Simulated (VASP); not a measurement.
Wanted: the native input for a VASP 6.6.1 run.

| Property | Result |
| --- | --- |
| Task | single point |
| Functional | PBEsol |
| Potentials or basis | VASP PAW PBE potentials, release 64 (Y_sv, Al, N) |
| Cutoff | 600 eV |
| k mesh | 6 × 6 × 6 |
| Occupations | gaussian, width 0.1 eV |
| Spin | no spin polarisation |
| Dipole correction | no |
| Further INCAR settings | ALGO = Normal; EDIFF = 1e-06; NBANDS = 30 |

The structure of YAl3N4 (sol) lies in POSCAR:

```
YAl3N4
1.0
   -3.2840000000      0.0000000000      0.0000000000
    0.0000000000      5.6880548521      0.0000000000
    1.6420000000     -2.8440274260     -5.1865000000
Y Al N
1 3 4
Direct
    0.0000000000      0.3333333300      0.0000000000
    0.5000000000      0.8333333300      0.0000000000
    0.7500000000      0.4166666700      0.5000000000
    0.2500000000      0.9166666700      0.5000000000
    0.8090000000      0.1423333300      0.6180000000
    0.3090000000      0.6423333300      0.6180000000
    0.5590000000      0.2256666700      0.1180000000
    0.0590000000      0.7256666700      0.1180000000
```

One way to write it, as run:

INCAR

```
  PREC = Accurate
  ENCUT = 600
  EDIFF = 1E-6
  ISMEAR = 0
  SIGMA = 0.1
  LREAL = F
  LASPH = T
  NELM = 120
  ALGO = Normal
  ISIF = 2
  LWAVE = F
  LCHARG = T
  GGA = PS
  LELF = T
  LVHAR = T
  NBANDS = 30
  GGA_COMPAT = F
```

KPOINTS

```
Automatic mesh
0
Gamma
  6 6 6
```

Potentials or basis: VASP PAW PBE potentials, release 64 (Y_sv, Al, N).

The run is started by

```sh
$ cat potpaw_PBE.64/Y_sv/POTCAR potpaw_PBE.64/Al/POTCAR potpaw_PBE.64/N/POTCAR > POTCAR
$ mpirun -np 1 vasp_std > vasp.out
```

Results of the run:

- Pressure: 7.5 GPa
- Largest force: 6.139 eV/Å
- Band gap on the k mesh: 2.22 eV, indirect (least direct gap 2.93 eV)

Caveat: the PAW data sets were made with another functional, which shifts forces and pressure a little.

Run time: 3.7 min on 1 thread of Intel Xeon 6975P-C, on a shared host, peak memory 0.42 GiB.
